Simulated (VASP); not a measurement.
# BaTe in VASP: notebook

BaTe is run at these levels: PBEsol; tasks: single point.

All numbers are computed with VASP 6.6.1; they aren't measurements. Logs are shortened: lines on timing, memory, paths and dates and some standing lists are left out, and cuts for length are marked.

## (1) The cell of the first run

Symmetry: I4/mmm, No. 139, tetragonal system. Conventional cell: a = 4.822 Å, b = 4.822 Å, c = 6.956 Å, α = 90.00°, β = 90.00°, γ = 90.00°. Within 4.5 Å of Ba (site symmetry 4/mmm) lie 6 Te at 3.41 to 3.48 Å. Within 4.5 Å of Te (site symmetry 4/mmm) lie 6 Ba at 3.41 to 3.48 Å.

## (2) Single point, PBEsol (zz strain of +2 %)

Contents of INCAR:

```
SYSTEM = BaTe
PREC     = Accurate       ! precision mode
ENCUT    = 520            ! plane-wave cutoff, eV
EDIFF    = 1E-7           ! SCF threshold, eV
ISMEAR   = -1             ! smearing method
SIGMA    = 0.05           ! smearing width, eV
LREAL    = .False.        ! projectors in reciprocal space
LASPH    = .True.         ! aspherical terms in the spheres
NELM     = 80             ! most SCF steps
ALGO     = Normal         ! electronic algorithm
ISIF     = 2              ! what is computed and relaxed
LWAVE    = .False.        ! write WAVECAR
LCHARG   = .False.        ! write CHGCAR
GGA      = PS             ! functional
NBANDS   = 15             ! bands
```

Contents of KPOINTS:

```
Automatic mesh
0
Gamma
  10 10 10
  0 0 0
```

Contents of POSCAR:

```
BaTe
1.0
    0.0000000000      3.4100000000      3.4782000000
    3.4100000000      0.0000000000      3.4782000000
    3.4100000000      3.4100000000      0.0000000000
Ba Te
1 1
Direct
    0.0000000000      0.0000000000      0.0000000000
    0.5000000000      0.5000000000      0.5000000000
```

Potentials or basis: VASP PAW PBE potentials, release 64 (Ba_sv, Te).

Started as:

```bash
> cat potpaw_PBE.64/Ba_sv/POTCAR potpaw_PBE.64/Te/POTCAR > POTCAR
> mpirun -np 1 vasp_std > vasp.out
```

OUTCAR:

```text
SYSTEM = BaTe
   PREC = Accurate
   ENCUT = 520
   EDIFF = 1E-7
   ISMEAR = -1
   LREAL = .False.
   LASPH = .True.
   NELM = 80
   ISIF = 2
   GGA = PS

 ion  position               nearest neighbor table
   1  0.000  0.000  0.000-   2 3.41   2 3.41   2 3.41   2 3.41   2 3.48   2 3.48
   2  0.500  0.500  0.500-   1 3.41   1 3.41   1 3.41   1 3.41   1 3.48   1 3.48

  LATTYP: Found a body centered tetragonal cell.
 ALAT       =     4.8224682477
 C/A-ratio  =     1.4424978336

  Lattice vectors:

 A1 = (  -3.4100000000,   0.0000000000,   3.4782000000)
 A2 = (   3.4100000000,   0.0000000000,   3.4782000000)
 A3 = (   0.0000000000,   3.4100000000,  -3.4782000000)

Analysis of symmetry for initial positions (statically):
=====================================================================
 Subroutine PRICEL returns:
 Original cell was already a primitive cell.

 Routine SETGRP: Setting up the symmetry group for a
 body centered tetragonal supercell.

 Subroutine GETGRP returns: Found 16 space group operations
 (whereof 16 operations were pure point group operations)
 out of a pool of 16 trial point group operations.

The static configuration has the point symmetry D_4h.

Analysis of symmetry for dynamics (positions and initial velocities):
=====================================================================
 Subroutine PRICEL returns:
 Original cell was already a primitive cell.

 Routine SETGRP: Setting up the symmetry group for a
 body centered tetragonal supercell.

 Subroutine GETGRP returns: Found 16 space group operations
 (whereof 16 operations were pure point group operations)
 out of a pool of 16 trial point group operations.

The dynamic configuration has the point symmetry D_4h.

 Subroutine INISYM returns: Found 16 space group operations
 (whereof 16 operations are pure point group operations),
 and found     1 'primitive' translations

----------------------------------------------------------------------------------------

                                     Primitive cell

  volume of cell :      80.8897

  direct lattice vectors                    reciprocal lattice vectors
     0.000000000  3.410000000  3.478200000    -0.146627566  0.146627566  0.143752516
     3.410000000  0.000000000  3.478200000     0.146627566 -0.146627566  0.143752516
     3.410000000  3.410000000  0.000000000     0.146627566  0.146627566 -0.143752516

  length of vectors
     4.870931660  4.870931660  4.822468248     0.252317403  0.252317403  0.252317403

  position of ions in fractional coordinates (direct lattice)
     0.000000000  0.000000000  0.000000000
     0.500000000  0.500000000  0.500000000

  ion indices of the primitive-cell ions
   primitive index   ion index
                 1           1
                 2           2

----------------------------------------------------------------------------------------

 KPOINTS: Automatic mesh

Automatic generation of k-mesh.
 Grid dimensions read from file:
 generate k-points for:   10   10   10

 Generating k-lattice:

  Cartesian coordinates                     Fractional coordinates (reciprocal lattice)
    -0.014662757  0.014662757  0.014375252     0.100000000  0.000000000  0.000000000
     0.014662757 -0.014662757  0.014375252     0.000000000  0.100000000  0.000000000
     0.014662757  0.014662757 -0.014375252    -0.000000000 -0.000000000  0.100000000

  Length of vectors
     0.025231740  0.025231740  0.025231740

  Shift w.r.t. Gamma in fractional coordinates (k-lattice)
     0.000000000  0.000000000  0.000000000

 Subroutine IBZKPT returns following result:
 ===========================================

 Found    102 irreducible k-points:

 Following reciprocal coordinates:
            Coordinates               Weight
  0.000000  0.000000  0.000000      1.000000
  0.100000  0.000000  0.000000      8.000000
  0.200000  0.000000  0.000000      8.000000
  0.300000  0.000000  0.000000      8.000000
  0.400000  0.000000  0.000000      8.000000
  0.500000  0.000000  0.000000      4.000000
[... 16 lines left out ...]
  0.300000  0.300000  0.000000      2.000000
  0.400000  0.300000  0.000000      8.000000
 [... further k-points ...]
   k-points           NKPTS =    102   k-points in BZ     NKDIM =    102   number of bands    NBANDS=     15
   number of dos      NEDOS =    301   number of ions     NIONS =      2
   total plane-waves  NPLWV =  46656
   dimension x,y,z NGX =    36 NGY =   36 NGZ =   36
   dimension x,y,z NGXF=    72 NGYF=   72 NGZF=   72
   ions per type =               1   1
   NGX,Y,Z   is equivalent  to a cutoff of  12.29, 12.29, 12.41 a.u.
   NGXF,Y,Z  is equivalent  to a cutoff of  24.57, 24.57, 24.82 a.u.
 SYSTEM =  BaTe
   PREC   = accura    normal or accurate (medium, high low for compatibility)
   ISTART =      0    job   : 0-new  1-cont  2-samecut
   ICHARG =      2    charge: 1-file 2-atom 10-const
   ISPIN  =      1    spin polarized calculation?
   LNONCOLLINEAR =      F non collinear calculations
   LSORBIT =      F    spin-orbit coupling
   LASPH  =      T    aspherical Exc in radial PAW
   ENCUT  =  520.0 eV  38.22 Ry    6.18 a.u.   9.06  9.06  8.97*2*pi/ulx,y,z
   NELM   =     80;   NELMIN=  2; NELMDL= -5     # of ELM steps
   EDIFF  = 0.1E-06   stopping-criterion for ELM
   LREAL  =      F    real-space projection
   EDIFFG = 0.1E-05   stopping-criterion for IOM
   NSW    =      0    number of steps for IOM
   IBRION =     -1    ionic relax: 0-MD 1-quasi-New 2-CG
   NFREE  =      0    steps in history (QN), initial steepest desc. (CG)
   ISIF   =      2    stress and relaxation
   ISYM   =      2    0-nonsym 1-usesym 2-fastsym
   POTIM  = 0.5000    time-step for ionic-motion
   TEBEG  =    0.0;   TEEND  =   0.0 temperature during run
   PSTRESS=    0.0 pullay stress
   NELECT =      16.0000    total number of electrons
   NUPDOWN=      -1.0000    fix difference up-down
   EMIN   =  10.00;   EMAX   =-10.00  energy-range for DOS
   EFERMI =   0.00;   METHOD = LEGACY
   ISMEAR =    -1;   SIGMA  =   0.05  broadening in eV -4-tet -1-fermi 0-gaus
   EFERMI_NEDOS =   21; number of points for ismear=-14 and -15
   IALGO  =     38    algorithm
   IMIX   =      4    mixing-type and parameters
     AMIX     =   0.40;   BMIX     =  1.00
     AMIX_MAG =   1.60;   BMIX_MAG =  1.00
  volume/ion in A,a.u.               =      40.44       272.94
  Fermi-wavevector in a.u.,A,eV,Ry     =   0.953858  1.802530 12.379194  0.909845
  Thomas-Fermi vector in A             =   2.082552
   LORBIT       =      0    0 simple, 1 ext, 2 COOP (PROOUT), +10 PAW based schemes
   GGA     = PS    functional components
   LHFCALC =     F    Hartree Fock is set to
   AEXX    =    0.0000 exact exchange contribution
   IVDW    =     0    specifies the selected vdW correction
   LEPSILON=     F    determine dielectric tensor
   LRPA    =     F    only Hartree local field effects (RPA)
 non-spin polarized calculation
  energy-cutoff  :      520.00
  volume of cell :       80.89
 maximum number of plane-waves:      2198
   NGX = 19   NGY = 19   NGZ = 17

 number of electron      16.0000000 magnetization

 Free energy of the ion-electron system (eV)
  ---------------------------------------------------
  ext. energy  EPLUGINS =         0.00000000
  ---------------------------------------------------
  free energy    TOTEN  =        -9.16889502 eV

  energy without entropy =       -9.16889499  energy(sigma->0) =       -9.16889501

 E-fermi :   3.1906     XC(G=0):  -8.6465

 val. band max:        2.5563327162   @ k =   0.0000   0.0000   0.0000
 cond. band min:       3.8238428149   @ k =   0.5000   0.0000   0.5000
 fundamental gap:      1.2675100988
 Fermi energy:         3.1906213681

 k-point     1 :       0.0000    0.0000    0.0000
  band No.  band energies     occupation
      1     -24.3030      2.00000
      2      -9.4607      2.00000
      3      -9.4607      2.00000
      4      -9.4522      2.00000
      5      -7.1825      2.00000
      6       2.4922      2.00000
      7       2.5563      1.99999
      8       2.5563      1.99999
      9       5.2651      0.00000
     10       5.3977      0.00000
     11       5.3977      0.00000
     12       5.4821      0.00000
     13       6.0575      0.00000
     14       6.1098      0.00000
     15       9.3692      0.00000

 k-point     2 :       0.1000    0.0000    0.0000
  band No.  band energies     occupation
      1     -24.3012      2.00000
      2      -9.5289      2.00000
      3      -9.4614      2.00000
      4      -9.4564      2.00000
      5      -7.0809      2.00000
      6       2.1374      2.00000
      7       2.3351      2.00000
      8       2.3680      2.00000
      9       5.3506      0.00000
     10       5.4750      0.00000
     11       5.5317      0.00000
     12       5.9492      0.00000
     13       6.3911      0.00000
     14       6.4429      0.00000
     15       9.7226      0.00000

 k-point     3 :       0.2000    0.0000    0.0000
  band No.  band energies     occupation
      1     -24.2965      2.00000
      2      -9.6919      2.00000
      3      -9.4632      2.00000
      4      -9.4617      2.00000
      5      -6.8327      2.00000
      6       1.3960      2.00000
      7       1.9535      2.00000
      8       1.9750      2.00000
      9       5.4560      0.00000
     10       5.8364      0.00000
     11       5.8938      0.00000
     12       6.9267      0.00000
     13       7.2569      0.00000
     14       7.2923      0.00000
     15      10.6033      0.00000
[... 343 lines left out ...]
 k-point    23 :       0.3000    0.3000    0.0000
  band No.  band energies     occupation
      1     -24.2875      2.00000
      2      -9.7144      2.00000
      3      -9.5277      2.00000
      4      -9.5277      2.00000
      5      -6.8162      2.00000
      6       0.8571      2.00000
      7       2.2100      2.00000
      8       2.2100      2.00000
      9       4.1970      0.00000
     10       6.6476      0.00000
     11       6.7311      0.00000
     12       7.6022      0.00000
     13       7.6022      0.00000
     14      10.1301      0.00000
     15      10.6500      0.00000

 k-point    24 :       0.4000    0.3000    0.0000
  band No.  band energies     occupation
      1     -24.2839      2.00000
      2      -9.7493      2.00000
      3      -9.5504      2.00000
      4      -9.5364      2.00000
      5      -6.7924      2.00000
      6       0.9221      2.00000
      7       1.9667      2.00000
      8       2.0783      2.00000
      9       4.2719      0.00000
     10       7.0231      0.00000
     11       7.2223      0.00000
     12       7.9985      0.00000
     13       8.0178      0.00000
     14       9.2557      0.00000
     15      10.5775      0.00000

 [... further k-points ...]

------------------------ aborting loop because EDIFF is reached ----------------------------------------

  FORCE on cell =-STRESS in cart. coord.  units (eV):
  Direction    XX          YY          ZZ          XY          YZ          ZX
  --------------------------------------------------------------------------------------
  -------------------------------------------------------------------------------------
  Total        1.0933444      1.0933444      0.2602196      0.0000000     -0.0000000     -0.0000000
  in kB       21.6558021     21.6558021      5.1541534      0.0000000     -0.0000000     -0.0000000
  external PRESSURE =      16.1552526 kB  Pullay stress =       0.0000000 kB

 VOLUME and BASIS-vectors are now :
 -----------------------------------------------------------------------------
  energy-cutoff  :      520.00
  volume of cell :       80.89
      direct lattice vectors                 reciprocal lattice vectors
     0.000000000  3.410000000  3.478200000    -0.146627566  0.146627566  0.143752516
     3.410000000  0.000000000  3.478200000     0.146627566 -0.146627566  0.143752516
     3.410000000  3.410000000  0.000000000     0.146627566  0.146627566 -0.143752516

 POSITION                                       TOTAL-FORCE (eV/Angst)
 -----------------------------------------------------------------------------------
      0.00000      0.00000      0.00000         0.000000      0.000000     -0.000000
      3.41000      3.41000      3.47820         0.000000      0.000000      0.000000
 -----------------------------------------------------------------------------------
    total drift:                                0.000000      0.000000      0.000000

  FREE ENERGIE OF THE ION-ELECTRON SYSTEM (eV)
  ---------------------------------------------------
  free  energy   TOTEN  =        -9.1688950236 eV

  energy  without entropy=       -9.1688949874  energy(sigma->0) =       -9.16889501
```

It took 92 s on 1 thread of AMD EPYC 7R13 (Zen 3), shared host; peak memory 0.26 GiB.

What came out:

```yaml
Free_energy: -9.1689 eV
Pressure: 1.6 GPa
Band_gap_on_the_k_mesh: 1.27 eV (least direct gap 1.64 eV)
```

Levels at points of the mesh, in eV from the valence-band top:
| k point | band 6 | band 7 | band 8 | band 9 | band 10 | band 11 |
| --- | --- | --- | --- | --- | --- | --- |
| (0.00, 0.00, 0.00) | -0.06 | 0.00 | 0.00 | 2.71 | 2.84 | 2.84 |
| (0.50, 0.00, 0.00) | -2.47 | -1.30 | -1.29 | 4.13 | 4.81 | 4.92 |
| (0.50, 0.50, 0.00) | -1.25 | -0.37 | -0.37 | 1.27 | 4.46 | 4.79 |
| (0.50, 0.00, 0.50) | -1.16 | -0.45 | -0.40 | 1.27 | 4.47 | 4.80 |

Caveat: the cell differs from its parent crystal (zz strain of +2 %); the PAW data sets were made with another functional, which shifts forces and pressure a little; spin-orbit coupling is left out, which moves the levels of the heavy elements. A k mesh can miss the band edges.

[end of part 1 of 2]
